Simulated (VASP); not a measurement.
# O2 in VASP: single point with PBE

Aim: the single point of O2 with PBE.

Everything below comes from runs of VASP 6.6.1. Logs are shortened: lines on timing, memory, paths and dates and some standing lists are left out, and cuts for length are marked.

### Step 1. The cell of the first run

The cell holds a cluster in a box, 2 atoms: a = 11.000 Å, b = 11.500 Å, c = 12.000 Å, α = 90.00°, β = 90.00°, γ = 90.00°.

### Step 2. Single point, PBE, collinear spin, ferromagnetic start

Contents of INCAR:

```
  ALGO = Normal
  EDIFF = 1E-6
  ENCUT = 520
  GGA = PE
  GGA_COMPAT = False
  ISIF = 2
  ISMEAR = -1
  ISPIN = 2
  LASPH = True
  LCHARG = True
  LELF = True
  LORBIT = 11
  LREAL = False
  LVHAR = True
  LWAVE = False
  MAGMOM = 1 1
  NBANDS = 17
  NELM = 200
  PREC = Accurate
  SIGMA = 0.1
```

Contents of KPOINTS:

```
k-points
0
Gamma
  1 1 1
```

Contents of POSCAR:

```
O
1.0
   11.0000000000      0.0000000000      0.0000000000
    0.0000000000     11.5000000000      0.0000000000
    0.0000000000      0.0000000000     12.0000000000
O
2
Direct
    0.5000000000      0.5000000000      0.4500000000
    0.5000000000      0.5000000000      0.5520000000
```

Potentials or basis: VASP PAW PBE potentials, release 64 (O).

Launch:

```bash
cat potpaw_PBE.64/O/POTCAR > POTCAR
mpirun -np 1 vasp_gam > vasp.out
```

OUTCAR:

```text
EDIFF = 1E-6
   ENCUT = 520
   GGA = PE
   ISIF = 2
   ISMEAR = -1
   ISPIN = 2
   LASPH = True
   LORBIT = 11
   LREAL = False
   NELM = 200
   PREC = Accurate

 ion  position               nearest neighbor table
   1  0.500  0.500  0.450-   2 1.22
   2  0.500  0.500  0.552-   1 1.22

  LATTYP: Found a simple orthorhombic cell.
 ALAT       =    11.0000000000
 B/A-ratio  =     1.0454545455
 C/A-ratio  =     1.0909090909

  Lattice vectors:

 A1 = (  11.0000000000,   0.0000000000,   0.0000000000)
 A2 = (   0.0000000000,  11.5000000000,   0.0000000000)
 A3 = (   0.0000000000,   0.0000000000,  12.0000000000)

Analysis of symmetry for initial positions (statically):
=====================================================================
 Subroutine PRICEL returns:
 Original cell was already a primitive cell.

 Routine SETGRP: Setting up the symmetry group for a
 simple orthorhombic supercell.

 Subroutine GETGRP returns: Found  8 space group operations
 (whereof  4 operations were pure point group operations)
 out of a pool of  8 trial point group operations.

The static configuration has the point symmetry C_2v.
 The point group associated with its full space group is D_2h.

Analysis of symmetry for dynamics (positions and initial velocities):
=====================================================================
 Subroutine PRICEL returns:
 Original cell was already a primitive cell.

 Routine SETGRP: Setting up the symmetry group for a
 simple orthorhombic supercell.

 Subroutine GETGRP returns: Found  8 space group operations
 (whereof  4 operations were pure point group operations)
 out of a pool of  8 trial point group operations.

The dynamic configuration has the point symmetry C_2v.
 The point group associated with its full space group is D_2h.

Analysis of structural, dynamic, and magnetic symmetry:
=====================================================================
 Subroutine PRICEL returns:
 Original cell was already a primitive cell.

 Routine SETGRP: Setting up the symmetry group for a
 simple orthorhombic supercell.

 Subroutine GETGRP returns: Found  8 space group operations
 (whereof  4 operations were pure point group operations)
 out of a pool of  8 trial point group operations.

The overall configuration has the point symmetry C_2v.
 The point group associated with its full space group is D_2h.

 Subroutine INISYM returns: Found  8 space group operations
 (whereof  4 operations are pure point group operations),
 and found     1 'primitive' translations

----------------------------------------------------------------------------------------

                                     Primitive cell

  volume of cell :    1518.0000

  direct lattice vectors                    reciprocal lattice vectors
    11.000000000  0.000000000  0.000000000     0.090909091  0.000000000  0.000000000
     0.000000000 11.500000000  0.000000000     0.000000000  0.086956522  0.000000000
     0.000000000  0.000000000 12.000000000     0.000000000  0.000000000  0.083333333

  length of vectors
    11.000000000 11.500000000 12.000000000     0.090909091  0.086956522  0.083333333

  position of ions in fractional coordinates (direct lattice)
     0.500000000  0.500000000  0.450000000
     0.500000000  0.500000000  0.552000000

  ion indices of the primitive-cell ions
   primitive index   ion index
                 1           1
                 2           2

----------------------------------------------------------------------------------------

 KPOINTS: k-points

Automatic generation of k-mesh.
 Grid dimensions read from file:
 generate k-points for:    1    1    1

 Generating k-lattice:

  Cartesian coordinates                     Fractional coordinates (reciprocal lattice)
     0.090909091  0.000000000  0.000000000     1.000000000  0.000000000  0.000000000
     0.000000000  0.086956522  0.000000000     0.000000000  1.000000000  0.000000000
     0.000000000  0.000000000  0.083333333     0.000000000  0.000000000  1.000000000

  Length of vectors
     0.090909091  0.086956522  0.083333333

  Shift w.r.t. Gamma in fractional coordinates (k-lattice)
     0.000000000  0.000000000  0.000000000

 Subroutine IBZKPT returns following result:
 ===========================================

 Found      1 irreducible k-points:

 Following reciprocal coordinates:
            Coordinates               Weight
  0.000000  0.000000  0.000000      1.000000
   k-points           NKPTS =      1   k-points in BZ     NKDIM =      1   number of bands    NBANDS=     17
   number of dos      NEDOS =    301   number of ions     NIONS =      2
   total plane-waves  NPLWV = 680400
   dimension x,y,z NGX =    84 NGY =   90 NGZ =   90
   dimension x,y,z NGXF=   168 NGYF=  180 NGZF=  180
   ions per type =               2
   NGX,Y,Z   is equivalent  to a cutoff of  12.70, 13.01, 12.47 a.u.
   NGXF,Y,Z  is equivalent  to a cutoff of  25.39, 26.02, 24.94 a.u.
 SYSTEM =  unknown system
   PREC   = accura    normal or accurate (medium, high low for compatibility)
   ISTART =      0    job   : 0-new  1-cont  2-samecut
   ICHARG =      2    charge: 1-file 2-atom 10-const
   ISPIN  =      2    spin polarized calculation?
   LNONCOLLINEAR =      F non collinear calculations
   LSORBIT =      F    spin-orbit coupling
   LASPH  =      T    aspherical Exc in radial PAW
   ENCUT  =  520.0 eV  38.22 Ry    6.18 a.u.  20.45 21.38 22.31*2*pi/ulx,y,z
   NELM   =    200;   NELMIN=  2; NELMDL= -5     # of ELM steps
   EDIFF  = 0.1E-05   stopping-criterion for ELM
   LREAL  =      F    real-space projection
   EDIFFG = 0.1E-04   stopping-criterion for IOM
   NSW    =      0    number of steps for IOM
   IBRION =     -1    ionic relax: 0-MD 1-quasi-New 2-CG
   NFREE  =      0    steps in history (QN), initial steepest desc. (CG)
   ISIF   =      2    stress and relaxation
   ISYM   =      2    0-nonsym 1-usesym 2-fastsym
   POTIM  = 0.5000    time-step for ionic-motion
   TEBEG  =    0.0;   TEEND  =   0.0 temperature during run
   PSTRESS=    0.0 pullay stress
   NELECT =      12.0000    total number of electrons
   NUPDOWN=      -1.0000    fix difference up-down
   EMIN   =  10.00;   EMAX   =-10.00  energy-range for DOS
   EFERMI =   0.00;   METHOD = LEGACY
   ISMEAR =    -1;   SIGMA  =   0.10  broadening in eV -4-tet -1-fermi 0-gaus
   EFERMI_NEDOS =   21; number of points for ismear=-14 and -15
   IALGO  =     38    algorithm
   IMIX   =      4    mixing-type and parameters
     AMIX     =   0.40;   BMIX     =  1.00
     AMIX_MAG =   1.60;   BMIX_MAG =  1.00
  volume/ion in A,a.u.               =     759.00      5121.98
  Fermi-wavevector in a.u.,A,eV,Ry     =   0.326120  0.616278  1.447041  0.106355
  Thomas-Fermi vector in A             =   1.217707
   LORBIT       =     11    0 simple, 1 ext, 2 COOP (PROOUT), +10 PAW based schemes
   GGA     = PE    functional components
   LHFCALC =     F    Hartree Fock is set to
   AEXX    =    0.0000 exact exchange contribution
   IVDW    =     0    specifies the selected vdW correction
   LEPSILON=     F    determine dielectric tensor
   LRPA    =     F    only Hartree local field effects (RPA)
 spin polarized calculation
  energy-cutoff  :      520.00
  volume of cell :     1518.00
 maximum number of plane-waves:     20458
 NGX is ok and might be reduce to    84
   NGX = 41   NGY = 43   NGZ = 45

 number of electron      12.0000004 magnetization       1.9999611

 Free energy of the ion-electron system (eV)
  ---------------------------------------------------
  ext. energy  EPLUGINS =         0.00000000
  ---------------------------------------------------
  free energy    TOTEN  =        -9.88158253 eV

  energy without entropy =       -9.88153333  energy(sigma->0) =       -9.88155793

 E-fermi :  -5.7165     XC(G=0):  -0.3780

 val. band max:       -6.8696479625   @ k =   0.0000   0.0000   0.0000
 cond. band min:      -4.5633349354   @ k =   0.0000   0.0000   0.0000
 fundamental gap:      2.3063130271
 Fermi energy:        -5.7164966777

 spin component 1

 k-point     1 :       0.0000    0.0000    0.0000
  band No.  band energies     occupation
      1     -32.6636      1.00000
      2     -20.5375      1.00000
      3     -13.3779      1.00000
      4     -13.3336      1.00000
      5     -13.3336      1.00000
      6      -6.8697      0.99999
[... 9 lines left out ...]
     16       1.9039      0.00000
     17       1.9616      0.00000
 Fermi energy:        -5.7164966777

 spin component 2

 k-point     1 :       0.0000    0.0000    0.0000
  band No.  band energies     occupation
      1     -31.4559      1.00000
      2     -18.7418      1.00000
      3     -12.4767      1.00000
      4     -11.4701      1.00000
      5     -11.4701      1.00000
      6      -4.5633      0.00001
[... 9 lines left out ...]
     16       1.9646      0.00000
     17       2.0266      0.00000

------------------------ aborting loop because EDIFF is reached ----------------------------------------

  FORCE on cell =-STRESS in cart. coord.  units (eV):
  Direction    XX          YY          ZZ          XY          YZ          ZX
  --------------------------------------------------------------------------------------
  -------------------------------------------------------------------------------------
  Total       -0.0680330     -0.0677343      0.7638669      0.0000000      0.0000000      0.0000000
  in kB       -0.0718056     -0.0714904      0.8062255      0.0000000      0.0000000      0.0000000
  external PRESSURE =       0.2209765 kB  Pullay stress =       0.0000000 kB

 VOLUME and BASIS-vectors are now :
 -----------------------------------------------------------------------------
  energy-cutoff  :      520.00
  volume of cell :     1518.00
      direct lattice vectors                 reciprocal lattice vectors
    11.000000000  0.000000000  0.000000000     0.090909091  0.000000000  0.000000000
     0.000000000 11.500000000  0.000000000     0.000000000  0.086956522  0.000000000
     0.000000000  0.000000000 12.000000000     0.000000000  0.000000000  0.083333333

 POSITION                                       TOTAL-FORCE (eV/Angst)
 -----------------------------------------------------------------------------------
      5.50000      5.75000      5.40000         0.000000      0.000000     -0.684684
      5.50000      5.75000      6.62400         0.000000      0.000000      0.684684
 -----------------------------------------------------------------------------------
    total drift:                                0.000000     -0.000000      0.000076

  FREE ENERGIE OF THE ION-ELECTRON SYSTEM (eV)
  ---------------------------------------------------
  free  energy   TOTEN  =        -9.8815825318 eV

  energy  without entropy=       -9.8815333344  energy(sigma->0) =       -9.88155793

 total charge

# of ion       s       p       d       tot
------------------------------------------
    1        1.611   3.289   0.000   4.901
    2        1.611   3.289   0.000   4.901
--------------------------------------------------
tot          3.223   6.579   0.000   9.802

 magnetization (x)

# of ion       s       p       d       tot
------------------------------------------
    1        0.010   0.799   0.000   0.810
    2        0.010   0.799   0.000   0.810
--------------------------------------------------
tot          0.020   1.599   0.000   1.619
```

It took 7.9 min on 1 thread of Intel Xeon 8259CL, shared host; peak memory 1.5 GiB.

Results:

```
Free energy                                           : -9.8816 eV
Largest force                                         : 0.685 eV/Å
Gap between the frontier levels                       : 2.31 eV
Net moment                                            : 2.00 μB per cell
Site moments                                          : O +0.81 μB
Valence electrons inside the program's atomic spheres : O 4.90
```

Forces in eV/Å, atoms in the order of the input:
```
O    0.000  0.000 -0.685
O    0.000  0.000  0.685
```

Caveat: the standard files for N, O and F lose accuracy on very short bonds.
